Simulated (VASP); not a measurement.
# CaO in VASP: settings compared

The runs below take CaO through single point, with r2SCAN, PBE.

Program: VASP 6.6.1. These are calculated values, not measurements. Logs are shortened: lines on timing, memory, paths and dates and some standing lists are left out, and cuts for length are marked.

## (1) The cell of the first run

Symmetry: Fm-3m, No. 225, cubic system. Conventional cell: a = 4.831 Å, b = 4.831 Å, c = 4.831 Å, α = 90.00°, β = 90.00°, γ = 90.00°. Within 3.2 Å of Ca (site symmetry m-3m) lie 6 O at 2.42 Å. O (site symmetry m-3m) has 6 Ca at 2.42 Å within 3.2 Å.

## (2) Single point, r2SCAN

Input file POSCAR:

```
CaO
1.0
    0.0000000000      2.4154225699      2.4154225699
    2.4154225699      0.0000000000      2.4154225699
    2.4154225699      2.4154225699      0.0000000000
Ca O
1 1
Direct
    0.5000000000      0.5000000000      0.5000000000
    0.0000000000      0.0000000000      0.0000000000
```

Input file INCAR.step1:

```
PREC     = Accurate       # precision mode
ENCUT    = 520            # plane-wave cutoff, eV
ISMEAR   = 0              # smearing method
SIGMA    = 0.05           # smearing width, eV
LREAL    = F              # projectors in reciprocal space
LASPH    = T              # aspherical terms in the spheres
NELM     = 80             # most SCF steps
NBANDS   = 15             # bands
GGA      = PE             # functional
ALGO     = Normal         # electronic algorithm
EDIFF    = 1E-4           # SCF threshold, eV
LWAVE    = T              # write WAVECAR
LCHARG   = F              # write CHGCAR
```

Input file INCAR.step2:

```
PREC     = Accurate       # precision mode
ENCUT    = 520            # plane-wave cutoff, eV
EDIFF    = 1E-6           # SCF threshold, eV
ISMEAR   = 0              # smearing method
SIGMA    = 0.05           # smearing width, eV
LREAL    = F              # projectors in reciprocal space
LASPH    = T              # aspherical terms in the spheres
NELM     = 80             # most SCF steps
ALGO     = Normal         # electronic algorithm
ISIF     = 2              # what is computed and relaxed
LWAVE    = F              # write WAVECAR
LCHARG   = F              # write CHGCAR
METAGGA  = R2SCAN         # meta-GGA
LMIXTAU  = T            
NBANDS   = 15             # bands
ISTART   = 1
```

Input file KPOINTS:

```
Automatic mesh
0
Gamma
  12 12 12
```

Potentials or basis: VASP PAW PBE potentials, release 64 (Ca_sv, O).

The run is started by

```bash
$ cat potpaw_PBE.64/Ca_sv/POTCAR potpaw_PBE.64/O/POTCAR > POTCAR
$ cp INCAR.step1 INCAR
$ mpirun -np 1 vasp_std > vasp.out
$ cp INCAR.step2 INCAR
$ mpirun -np 1 vasp_std > vasp.out
```

OUTCAR:

```text
PREC = Accurate
   ENCUT = 520
   EDIFF = 1E-6
   ISMEAR = 0
   LREAL = F
   LASPH = T
   NELM = 80
   ISIF = 2
   METAGGA = R2SCAN
   ISTART = 1

 ion  position               nearest neighbor table
   1  0.500  0.500  0.500-   2 2.42   2 2.42   2 2.42   2 2.42   2 2.42   2 2.42
   2  0.000  0.000  0.000-   1 2.42   1 2.42   1 2.42   1 2.42   1 2.42   1 2.42

  LATTYP: Found a face centered cubic cell.
 ALAT       =     4.8308451398

  Lattice vectors:

 A1 = (   0.0000000000,   2.4154225699,   2.4154225699)
 A2 = (   2.4154225699,   0.0000000000,   2.4154225699)
 A3 = (   2.4154225699,   2.4154225699,   0.0000000000)

Analysis of symmetry for initial positions (statically):
=====================================================================
 Subroutine PRICEL returns:
 Original cell was already a primitive cell.

 Routine SETGRP: Setting up the symmetry group for a
 face centered cubic supercell.

 Subroutine GETGRP returns: Found 48 space group operations
 (whereof 48 operations were pure point group operations)
 out of a pool of 48 trial point group operations.

The static configuration has the point symmetry O_h .

Analysis of symmetry for dynamics (positions and initial velocities):
=====================================================================
 Subroutine PRICEL returns:
 Original cell was already a primitive cell.

 Routine SETGRP: Setting up the symmetry group for a
 face centered cubic supercell.

 Subroutine GETGRP returns: Found 48 space group operations
 (whereof 48 operations were pure point group operations)
 out of a pool of 48 trial point group operations.

The dynamic configuration has the point symmetry O_h .

 Subroutine INISYM returns: Found 48 space group operations
 (whereof 48 operations are pure point group operations),
 and found     1 'primitive' translations

----------------------------------------------------------------------------------------

                                     Primitive cell

  volume of cell :      28.1844

  direct lattice vectors                    reciprocal lattice vectors
     0.000000000  2.415422570  2.415422570    -0.207003117  0.207003117  0.207003117
     2.415422570  0.000000000  2.415422570     0.207003117 -0.207003117  0.207003117
     2.415422570  2.415422570  0.000000000     0.207003117  0.207003117 -0.207003117

  length of vectors
     3.415923357  3.415923357  3.415923357     0.358539915  0.358539915  0.358539915

  position of ions in fractional coordinates (direct lattice)
     0.500000000  0.500000000  0.500000000
     0.000000000  0.000000000  0.000000000

  ion indices of the primitive-cell ions
   primitive index   ion index
                 1           1
                 2           2

----------------------------------------------------------------------------------------

 KPOINTS: Automatic mesh

Automatic generation of k-mesh.
 Grid dimensions read from file:
 generate k-points for:   12   12   12

 Generating k-lattice:

  Cartesian coordinates                     Fractional coordinates (reciprocal lattice)
    -0.017250260  0.017250260  0.017250260     0.083333333  0.000000000  0.000000000
     0.017250260 -0.017250260  0.017250260     0.000000000  0.083333333  0.000000000
     0.017250260  0.017250260 -0.017250260     0.000000000  0.000000000  0.083333333

  Length of vectors
     0.029878326  0.029878326  0.029878326

  Shift w.r.t. Gamma in fractional coordinates (k-lattice)
     0.000000000  0.000000000  0.000000000

 Subroutine IBZKPT returns following result:
 ===========================================

 Found     72 irreducible k-points:

 Following reciprocal coordinates:
            Coordinates               Weight
  0.000000  0.000000  0.000000      1.000000
  0.083333  0.000000  0.000000      8.000000
  0.166667  0.000000  0.000000      8.000000
  0.250000  0.000000  0.000000      8.000000
  0.333333  0.000000  0.000000      8.000000
  0.416667  0.000000  0.000000      8.000000
[... 16 lines left out ...]
  0.500000  0.166667  0.000000     24.000000
 -0.416667  0.166667  0.000000     24.000000
 [... further k-points ...]
   k-points           NKPTS =     72   k-points in BZ     NKDIM =     72   number of bands    NBANDS=     15
   number of dos      NEDOS =    301   number of ions     NIONS =      2
   total plane-waves  NPLWV =  21952
   dimension x,y,z NGX =    28 NGY =   28 NGZ =   28
   dimension x,y,z NGXF=    56 NGYF=   56 NGZF=   56
   ions per type =               1   1
   NGX,Y,Z   is equivalent  to a cutoff of  13.63, 13.63, 13.63 a.u.
   NGXF,Y,Z  is equivalent  to a cutoff of  27.25, 27.25, 27.25 a.u.
 SYSTEM =  unknown system
   PREC   = accura    normal or accurate (medium, high low for compatibility)
   ISTART =      1    job   : 0-new  1-cont  2-samecut
   ICHARG =      0    charge: 1-file 2-atom 10-const
   ISPIN  =      1    spin polarized calculation?
   LNONCOLLINEAR =      F non collinear calculations
   LSORBIT =      F    spin-orbit coupling
   LASPH  =      T    aspherical Exc in radial PAW
   ENCUT  =  520.0 eV  38.22 Ry    6.18 a.u.   6.35  6.35  6.35*2*pi/ulx,y,z
   NELM   =     80;   NELMIN=  2; NELMDL=  0     # of ELM steps
   EDIFF  = 0.1E-05   stopping-criterion for ELM
   LREAL  =      F    real-space projection
   EDIFFG = 0.1E-04   stopping-criterion for IOM
   NSW    =      0    number of steps for IOM
   IBRION =     -1    ionic relax: 0-MD 1-quasi-New 2-CG
   NFREE  =      0    steps in history (QN), initial steepest desc. (CG)
   ISIF   =      2    stress and relaxation
   ISYM   =      2    0-nonsym 1-usesym 2-fastsym
   POTIM  = 0.5000    time-step for ionic-motion
   TEBEG  =    0.0;   TEEND  =   0.0 temperature during run
   PSTRESS=    0.0 pullay stress
   NELECT =      16.0000    total number of electrons
   NUPDOWN=      -1.0000    fix difference up-down
   EMIN   =  10.00;   EMAX   =-10.00  energy-range for DOS
   EFERMI =   0.00;   METHOD = LEGACY
   ISMEAR =     0;   SIGMA  =   0.05  broadening in eV -4-tet -1-fermi 0-gaus
   EFERMI_NEDOS =   21; number of points for ismear=-14 and -15
   IALGO  =     38    algorithm
   IMIX   =      4    mixing-type and parameters
     AMIX     =   0.40;   BMIX     =  1.00
     AMIX_MAG =   1.60;   BMIX_MAG =  1.00
  volume/ion in A,a.u.               =      14.09        95.10
  Fermi-wavevector in a.u.,A,eV,Ry     =   1.355538  2.561595 25.000479  1.837483
  Thomas-Fermi vector in A             =   2.482617
   LORBIT       =      0    0 simple, 1 ext, 2 COOP (PROOUT), +10 PAW based schemes
   METAGGA = R2SCAN    functional components
   LHFCALC =     F    Hartree Fock is set to
   AEXX    =    0.0000 exact exchange contribution
   IVDW    =     0    specifies the selected vdW correction
   LEPSILON=     F    determine dielectric tensor
   LRPA    =     F    only Hartree local field effects (RPA)
 non-spin polarized calculation
 Gauss-broadening in eV      SIGMA  =   0.05
  energy-cutoff  :      520.00
  volume of cell :       28.18
 maximum number of plane-waves:       769
 NGX is ok and might be reduce to    28
   NGX = 13   NGY = 13   NGZ = 13

 number of electron      15.9999999 magnetization

 Free energy of the ion-electron system (eV)
  ---------------------------------------------------
  ext. energy  EPLUGINS =         0.00000000
  ---------------------------------------------------
  free energy    TOTEN  =       -19.45277658 eV

  energy without entropy =      -19.45277658  energy(sigma->0) =      -19.45277658

 E-fermi :   2.2900     XC(G=0): -10.9944

 val. band max:        1.9305026316   @ k =   0.0000   0.0000   0.0000
 cond. band min:       6.1228576709   @ k =   0.5000   0.5000   0.0000
 fundamental gap:      4.1923550393
 Fermi energy:         2.2900414434

 k-point     1 :       0.0000    0.0000    0.0000
  band No.  band energies     occupation
      1     -37.1905      2.00000
      2     -17.0928      2.00000
      3     -17.0928      2.00000
      4     -17.0927      2.00000
      5     -14.5138      2.00000
      6       1.9305      2.00000
      7       1.9305      2.00000
      8       1.9305      2.00000
      9       7.2315      0.00000
     10       8.7450      0.00000
     11       8.7450      0.00000
     12       8.7450      0.00000
     13      10.3143      0.00000
     14      10.3143      0.00000
     15      17.6026      0.00000

 k-point     2 :       0.0833    0.0000    0.0000
  band No.  band energies     occupation
      1     -37.1842      2.00000
      2     -17.1982      2.00000
      3     -17.0960      2.00000
      4     -17.0960      2.00000
      5     -14.4038      2.00000
      6       1.6860      2.00000
      7       1.8365      2.00000
      8       1.8366      2.00000
      9       7.5526      0.00000
     10       8.7156      0.00000
     11       8.8651      0.00000
     12       8.8651      0.00000
     13      10.4810      0.00000
     14      10.4810      0.00000
     15      17.8917      0.00000

 k-point     3 :       0.1667    0.0000    0.0000
  band No.  band energies     occupation
      1     -37.1670      2.00000
      2     -17.4519      2.00000
      3     -17.1050      2.00000
      4     -17.1050      2.00000
      5     -14.1376      2.00000
      6       1.1079      2.00000
      7       1.5946      2.00000
      8       1.5946      2.00000
      9       8.3347      0.00000
     10       8.7124      0.00000
     11       9.2060      0.00000
     12       9.2060      0.00000
     13      10.9334      0.00000
     14      10.9334      0.00000
     15      18.4648      0.00000
[... 343 lines left out ...]
 k-point    23 :       0.5000    0.1667    0.0000
  band No.  band energies     occupation
      1     -37.0888      2.00000
      2     -18.0597      2.00000
      3     -17.2430      2.00000
      4     -17.1836      2.00000
      5     -13.5223      2.00000
      6      -0.2216      2.00000
      7       0.7897      2.00000
      8       0.9527      2.00000
      9       8.7799      0.00000
     10      10.1107      0.00000
     11      11.1387      0.00000
     12      11.5900      0.00000
     13      12.6005      0.00000
     14      13.6901      0.00000
     15      16.8968      0.00000

 k-point    24 :      -0.4167    0.1667    0.0000
  band No.  band energies     occupation
      1     -37.0872      2.00000
      2     -18.0802      2.00000
      3     -17.2680      2.00000
      4     -17.1660      2.00000
      5     -13.4817      2.00000
      6      -0.2870      2.00000
      7       0.8281      2.00000
      8       0.8383      2.00000
      9       9.3832      0.00000
     10       9.7235      0.00000
     11      10.9394      0.00000
     12      11.5853      0.00000
     13      12.9183      0.00000
     14      13.8671      0.00000
     15      16.7442      0.00000

 [... further k-points ...]

------------------------ aborting loop because EDIFF is reached ----------------------------------------

  FORCE on cell =-STRESS in cart. coord.  units (eV):
  Direction    XX          YY          ZZ          XY          YZ          ZX
  --------------------------------------------------------------------------------------
  -------------------------------------------------------------------------------------
  Total       -0.2720700     -0.2720700     -0.2720700      0.0000000      0.0000000     -0.0000000
  in kB      -15.4661378    -15.4661378    -15.4661378      0.0000000      0.0000000     -0.0000000
  external PRESSURE =     -15.4661378 kB  Pullay stress =       0.0000000 kB

 VOLUME and BASIS-vectors are now :
 -----------------------------------------------------------------------------
  energy-cutoff  :      520.00
  volume of cell :       28.18
      direct lattice vectors                 reciprocal lattice vectors
     0.000000000  2.415422570  2.415422570    -0.207003117  0.207003117  0.207003117
     2.415422570  0.000000000  2.415422570     0.207003117 -0.207003117  0.207003117
     2.415422570  2.415422570  0.000000000     0.207003117  0.207003117 -0.207003117

 POSITION                                       TOTAL-FORCE (eV/Angst)
 -----------------------------------------------------------------------------------
      2.41542      2.41542      2.41542        -0.000000     -0.000000      0.000000
      0.00000      0.00000      0.00000         0.000000      0.000000     -0.000000
 -----------------------------------------------------------------------------------
    total drift:                                0.000000      0.000000      0.000000

  FREE ENERGIE OF THE ION-ELECTRON SYSTEM (eV)
  ---------------------------------------------------
  free  energy   TOTEN  =       -19.4527765759 eV

  energy  without entropy=      -19.4527765759  energy(sigma->0) =      -19.45277658
```

Wall time 78 s (1 thread of Intel Xeon Platinum 8488C (Sapphire Rapids), shared host); peak memory 0.18 GiB.

What came out:

```yaml
Free_energy: -19.4528 eV
Pressure: -1.5 GPa
Band_gap_on_the_k_mesh: 4.19 eV, indirect (least direct gap 4.57 eV)
```

Caveat: the PAW data sets were made with another functional, which shifts forces and pressure a little. A k mesh can miss the band edges.

## (3) Single point, PBE

This run uses another cell than the first one, of 13.95 Å³/atom, 0.990 times its volume.

Input file INCAR:

```
PREC = Accurate
ENCUT = 520
EDIFF = 1E-7
ISMEAR = 0
SIGMA = 0.05
LREAL = False
LASPH = True
NELM = 60
ALGO = Normal
ISIF = 2
LWAVE = False
LCHARG = False
GGA = PE
NBANDS = 15
```

Input file KPOINTS:

```
regular mesh
0
Gamma
  12 12 12
```

Input file POSCAR:

```
CaO
1.0
    0.0000000000      2.3912683442      2.4154225699
    2.4154225699      0.0000000000      2.4154225699
    2.4154225699      2.3912683442      0.0000000000
Ca O
1 1
Direct
    0.5000000000      0.5000000000      0.5000000000
    0.0000000000      0.0000000000      0.0000000000
```

Potentials or basis: VASP PAW PBE potentials, release 64 (Ca_sv, O).

The run is started by

```bash
$ cat potpaw_PBE.64/Ca_sv/POTCAR potpaw_PBE.64/O/POTCAR > POTCAR
$ mpirun -np 1 vasp_std > vasp.out
```

Wall time 42 s (1 thread of Intel Xeon Platinum 8488C (Sapphire Rapids), shared host); peak memory 0.2 GiB.

Results (log left out):

```yaml
Free_energy: -12.8021 eV
Pressure: 1.7 GPa
Band_gap_on_the_k_mesh: 3.60 eV, indirect (least direct gap 4.00 eV)
```

Stress tensor (GPa, compression positive):
```
1.15 0.00 0.00
0.00 2.78 0.00
0.00 0.00 1.15
```

Levels at points of the mesh, in eV from the valence-band top:
```csv
k point,band 5,band 6,band 7,band 8,band 9,band 10,band 11,band 12
"(0.00, 0.00, 0.00)",-15.54,-0.02,-0.02,0.00,4.65,6.18,6.18,6.24
"(0.50, 0.00, 0.00)",-14.36,-2.64,-1.21,-1.21,7.01,8.31,8.32,8.45
"(0.50, 0.50, 0.00)",-15.30,-1.34,-0.39,-0.37,3.63,7.98,8.85,9.45
"(0.50, 0.00, 0.50)",-15.30,-1.28,-0.41,-0.41,3.60,8.00,8.85,9.49
```

A k mesh can miss the band edges. PBE gaps usually lie below the measured ones, often by a third to a half.

(Part 1 of 2 ends here.)
